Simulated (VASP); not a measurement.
# CdS (I4/mmm) in VASP: further runs, part 2 of 2

VASP 6.6.1. The steps go on from the part before.

### 3 Single point, PBE

This run uses another cell than the first one, of the same volume but with other edges.

INCAR

```
PREC     = Accurate       # precision mode
ENCUT    = 540            # plane-wave cutoff, eV
EDIFF    = 1E-6           # SCF threshold, eV
ISMEAR   = 0              # smearing method
SIGMA    = 0.03           # smearing width, eV
LREAL    = False          # projectors in reciprocal space
LASPH    = True           # aspherical terms in the spheres
NELM     = 120            # most SCF steps
ALGO     = Normal         # electronic algorithm
ISIF     = 2              # what is computed and relaxed
LWAVE    = False          # write WAVECAR
LCHARG   = False          # write CHGCAR
GGA      = PE             # functional
NBANDS   = 20             # bands
GGA_COMPAT= False
```

KPOINTS

```
regular mesh
0
Gamma
  12 12 12
```

POSCAR

```
CdS
1.0
    0.0000000000      2.6671481498      2.9338629648
    2.6671481498      0.0000000000      2.9338629648
    2.6671481498      2.6671481498      0.0000000000
Cd S
1 1
Direct
    0.0000000000      0.0000000000      0.0000000000
    0.5000000000      0.5000000000      0.5000000000
```

Potentials or basis: VASP PAW PBE potentials, release 64 (Cd_sv_GW, S).

The run is started by

```console
> cat potpaw_PBE.64/Cd_sv_GW/POTCAR potpaw_PBE.64/S/POTCAR > POTCAR
> mpirun -np 1 vasp_std > vasp.out
```

OUTCAR:

```text
PREC = Accurate
   ENCUT = 540
   EDIFF = 1E-6
   ISMEAR = 0
   LREAL = False
   LASPH = True
   NELM = 120
   ISIF = 2
   GGA = PE

 ion  position               nearest neighbor table
   1  0.000  0.000  0.000-   2 2.67   2 2.67   2 2.67   2 2.67
   2  0.500  0.500  0.500-   1 2.67   1 2.67   1 2.67   1 2.67

  LATTYP: Found a body centered tetragonal cell.
 ALAT       =     3.7719170863
 C/A-ratio  =     1.5556349186

  Lattice vectors:

 A1 = (  -2.6671481498,   0.0000000000,   2.9338629648)
 A2 = (   2.6671481498,   0.0000000000,   2.9338629648)
 A3 = (   0.0000000000,   2.6671481498,  -2.9338629648)

Analysis of symmetry for initial positions (statically):
=====================================================================
 Subroutine PRICEL returns:
 Original cell was already a primitive cell.

 Routine SETGRP: Setting up the symmetry group for a
 body centered tetragonal supercell.

 Subroutine GETGRP returns: Found 16 space group operations
 (whereof 16 operations were pure point group operations)
 out of a pool of 16 trial point group operations.

The static configuration has the point symmetry D_4h.

[... 152 lines left out ...]
 Free energy of the ion-electron system (eV)
  ---------------------------------------------------
  ext. energy  EPLUGINS =         0.00000000
  ---------------------------------------------------
  free energy    TOTEN  =        -5.89828310 eV

  energy without entropy =       -5.89819815  energy(sigma->0) =       -5.89824062

 E-fermi :   4.8291     XC(G=0): -10.4229

 val. band max:        4.8111073791   @ k =   0.5000  -0.0000   0.0000
 cond. band min:       5.1367422649   @ k =   0.5000   0.0000   0.4167
 fundamental gap:      0.3256348857
 Fermi energy:         4.8290731438

 k-point     1 :       0.0000    0.0000    0.0000
  band No.  band energies     occupation
      1     -97.0397      2.00000
      2     -58.1250      2.00000
      3     -58.1021      2.00000
      4     -58.1021      2.00000
      5      -8.1666      2.00000
      6      -3.1240      2.00000
[... 541 lines left out ...]
     19      16.9566      0.00000
     20      18.0611      0.00000

 [... further k-points ...]
[... 5 lines left out ...]
  --------------------------------------------------------------------------------------
  -------------------------------------------------------------------------------------
  Total        0.3987384      0.3987384     -1.1372113      0.0000000      0.0000000      0.0000000
  in kB       15.3050429     15.3050429    -43.6503424      0.0000000      0.0000000      0.0000000
  external PRESSURE =      -4.3467522 kB  Pullay stress =       0.0000000 kB

 VOLUME and BASIS-vectors are now :
 -----------------------------------------------------------------------------
  energy-cutoff  :      540.00
  volume of cell :       41.74
      direct lattice vectors                 reciprocal lattice vectors
     0.000000000  2.667148150  2.933862965    -0.187466152  0.187466152  0.170423774
     2.667148150  0.000000000  2.933862965     0.187466152 -0.187466152  0.170423774
     2.667148150  2.667148150  0.000000000     0.187466152  0.187466152 -0.170423774

 POSITION                                       TOTAL-FORCE (eV/Angst)
 -----------------------------------------------------------------------------------
      0.00000      0.00000      0.00000         0.000000     -0.000000     -0.000000
      2.66715      2.66715      2.93386        -0.000000      0.000000      0.000000
 -----------------------------------------------------------------------------------
    total drift:                               -0.000000      0.000000      0.000000

  FREE ENERGIE OF THE ION-ELECTRON SYSTEM (eV)
  ---------------------------------------------------
  free  energy   TOTEN  =        -5.8982830957 eV

  energy  without entropy=       -5.8981981505  energy(sigma->0) =       -5.89824062
```

OSZICAR:

```text
N       E                     dE             d eps       ncg     rms          rms(c)
DAV:   1     0.422273653467E+03    0.42227E+03   -0.14945E+04  6772   0.172E+03
DAV:   2     0.342152735048E+02   -0.38806E+03   -0.35867E+03  6552   0.588E+02
DAV:   3    -0.487903084917E+01   -0.39094E+02   -0.38514E+02  9844   0.210E+02
DAV:   4    -0.642149819160E+01   -0.15425E+01   -0.15412E+01  8860   0.426E+01
DAV:   5    -0.649391620675E+01   -0.72418E-01   -0.72414E-01  9568   0.902E+00    0.162E+01
DAV:   6    -0.592115019123E+01    0.57277E+00   -0.13418E+00 10292   0.189E+01    0.122E+01
DAV:   7    -0.590093834788E+01    0.20212E-01   -0.36959E-01  9896   0.552E+00    0.571E+00
DAV:   8    -0.589899324250E+01    0.19451E-02   -0.37250E-02 10092   0.375E+00    0.539E-01
DAV:   9    -0.589826017643E+01    0.73307E-03   -0.47170E-03  9400   0.193E+00    0.102E-01
DAV:  10    -0.589828324449E+01   -0.23068E-04   -0.26959E-04 10776   0.231E-01    0.709E-02
DAV:  11    -0.589828456439E+01   -0.13199E-05   -0.22575E-05  7624   0.386E-02    0.344E-02
DAV:  12    -0.589828245652E+01    0.21079E-05   -0.11232E-05  8332   0.548E-02    0.886E-03
DAV:  13    -0.589828309570E+01   -0.63918E-06   -0.18039E-06  6912   0.107E-02
   1 F= -.58982831E+01 E0= -.58982406E+01  d E =-.849453E-04
```

Wall time 69 s (1 thread of Intel Xeon 6975P-C (Granite Rapids), shared host); peak memory 0.3 GiB.

What came out:

- Free energy: -5.8983 eV
- Pressure: -0.4 GPa
- Band gap on the k mesh: zero (band 13 reaches 4.81 eV, above the bottom of band 14 at 4.72 eV)

### 4 Single point, PBE

This run uses another cell than the first one, of the same volume but with other edges.

INCAR

```
SYSTEM = CdS
PREC = Accurate ; ENCUT = 540
EDIFF = 1E-6 ; ISMEAR = 0
SIGMA = 0.03 ; LREAL = .False.
LASPH = .True. ; NELM = 120
ALGO = Normal ; ISIF = 2
LWAVE = .False. ; LCHARG = .True.
GGA = PE ; LELF = .True.
LVHAR = .True. ; NBANDS = 20
GGA_COMPAT = .False.
```

KPOINTS

```
regular mesh
0
Gamma
  12 12 12
  0 0 0
```

POSCAR

```
CdS
1.0
    0.0000000000      2.9065093623      2.4705329580
    2.9065093623      0.0000000000      2.4705329580
    2.9065093623      2.9065093623      0.0000000000
Cd S
1 1
Direct
    0.0000000000      0.0000000000      0.0000000000
    0.5000000000      0.5000000000      0.5000000000
```

The run is started by

```console
> cat potpaw_PBE.64/Cd_sv_GW/POTCAR potpaw_PBE.64/S/POTCAR > POTCAR
> mpirun -np 1 vasp_std > vasp.out
```

Run time: 82 s. Hardware: 1 thread of Intel Xeon Platinum 8559C (Emerald Rapids), shared host; peak memory 0.31 GiB.

The run converged. Its results:

```
Free energy            : -5.7632 eV
Pressure               : 2.2 GPa
Band gap on the k mesh : zero (band 13 reaches 4.83 eV, above the bottom of band 14 at 4.65 eV)
```

Stress tensor (GPa, compression positive):
```
-2.69  0.00  0.00
 0.00 -2.69  0.00
 0.00  0.00 12.12
```

Levels at points of the mesh, in eV from the Fermi level:
```csv
k point,band 11,band 12,band 13,band 14,band 15,band 16
"(0.00, 0.00, 0.00)",-1.78,-0.75,-0.75,0.79,8.89,8.89
"(0.50, 0.00, 0.00)",-4.99,-0.59,-0.01,3.05,4.89,6.91
"(0.50, 0.50, 0.00)",-4.44,-2.71,-2.71,-0.19,5.25,10.21
"(0.50, 0.00, 0.50)",-4.41,-2.93,-1.50,0.40,6.29,8.88
```

### 5 Single point, PBE

This run uses another cell than the first one, of the same volume but with other edges.

INCAR

```
SYSTEM = CdS
  PREC = Accurate
  ENCUT = 540
  EDIFF = 1E-6
  ISMEAR = 0
  SIGMA = 0.03
  LREAL = .False.
  LASPH = .True.
  NELM = 120
  ALGO = Normal
  ISIF = 2
  LWAVE = .False.
  LCHARG = .False.
  GGA = PE
  NBANDS = 20
  GGA_COMPAT = .False.
```

KPOINTS is that of step 4.

POSCAR

```
CdS
1.0
    0.0000000000      2.9909776462      2.3329625640
    2.9909776462      0.0000000000      2.3329625640
    2.9909776462      2.9909776462      0.0000000000
Cd S
1 1
Direct
    0.0000000000      0.0000000000      0.0000000000
    0.5000000000      0.5000000000      0.5000000000
```

The run is started by

```console
> cat potpaw_PBE.64/Cd_sv_GW/POTCAR potpaw_PBE.64/S/POTCAR > POTCAR
> mpirun -np 1 vasp_std > vasp.out
```

Run time: 64 s. Hardware: 1 thread of Intel Xeon 6975P-C (Granite Rapids), shared host; peak memory 0.31 GiB.

The run converged. Its results:

```yaml
Free_energy: -5.4458 eV
Pressure: 8.0 GPa
```

Stress tensor (GPa, compression positive):
```
-1.56  0.00  0.00
 0.00 -1.56  0.00
 0.00  0.00 27.19
```

Levels at points of the mesh, in eV from the Fermi level:
```tsv
k point	band 9	band 10	band 11	band 12	band 13	band 14	band 15	band 16	band 17	band 18
(0.00, 0.00, 0.00)	-8.07	-7.92	-2.26	-0.74	-0.74	1.08	9.03	9.03	9.28	9.28
(0.50, 0.00, 0.00)	-7.92	-7.86	-4.96	-0.70	-0.02	2.84	4.49	7.62	7.93	11.24
(0.50, 0.50, 0.00)	-7.85	-6.58	-4.49	-2.98	-2.98	-0.02	4.97	10.06	10.06	10.44
(0.50, 0.00, 0.50)	-7.88	-7.06	-4.50	-3.25	-1.19	0.78	6.69	8.54	8.81	12.48
```

### 6 Overview

```csv
potentials or basis,cell,cutoff (eV),second run,gap on the mesh (eV),pressure (GPa)
"VASP PAW PBE potentials, release 64 (Cd, S)","a = 3.869, b = 3.869, c = 3.947 Å, angles 59.3, 59.3, 61.3°, 2 atoms",520,-,0.06,0.2
"VASP PAW PBE potentials, release 64 (Cd_sv_GW, S)","a = 3.965, b = 3.965, c = 3.772 Å, angles 61.6, 61.6, 56.8°, 2 atoms",540,valence_matched,none,-0.4
"VASP PAW PBE potentials, release 64 (Cd_sv_GW, S)","a = 3.815, b = 3.815, c = 4.110 Å, angles 57.4, 57.4, 65.2°, 2 atoms",540,valence_matched,none,2.2
"VASP PAW PBE potentials, release 64 (Cd_sv_GW, S)","a = 3.793, b = 3.793, c = 4.230 Å, angles 56.1, 56.1, 67.8°, 2 atoms",540,valence_matched,-,8.0
```

Alike in all rows: task single point; level PBE; no spin polarisation; k mesh 12 × 12 × 12; smearing gaussian 0.03 eV.

Absolute energies hang on the potentials; compare differences alone.
